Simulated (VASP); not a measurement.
Input of a VASP 6.6.1 run:

File INCAR:

```
SYSTEM = Al
PREC = Accurate
ENCUT = 520
EDIFF = 1E-6
ISMEAR = 0
SIGMA = 0.15
LREAL = .FALSE.
LASPH = .TRUE.
NELM = 80
ALGO = Normal
ISIF = 2
LWAVE = .FALSE.
LCHARG = .FALSE.
NBANDS = 10
```

The input KPOINTS:

```
Automatic mesh
0
G
  18 18 10
  0 0 0
```

POSCAR

```
Al
1.0
    2.7044000000      0.0000000000      0.0000000000
   -1.3522000000      2.3420791020      0.0000000000
    0.0000000000      0.0000000000      4.7800000000
Al
2
Direct
    0.6666666667      0.3333333333      0.7500000000
    0.3333333333      0.6666666667      0.2500000000
```

Potentials or basis: VASP PAW LDA potentials, release 64 (Al).

Launch:

```sh
$ cat potpaw_LDA.64/Al/POTCAR > POTCAR
$ mpirun -np 1 vasp_std > vasp.out
```

Task: Predict the band gap on the k mesh.

Result: Zero (band 3 reaches 12.36 eV, above the bottom of band 4 at 5.58 eV).

Task: Estimate the pressure.

Result: 5.5 GPa.

Stress tensor (GPa, compression positive):
```
7.45 0.00 0.00
0.00 7.45 0.00
0.00 0.00 1.50
```
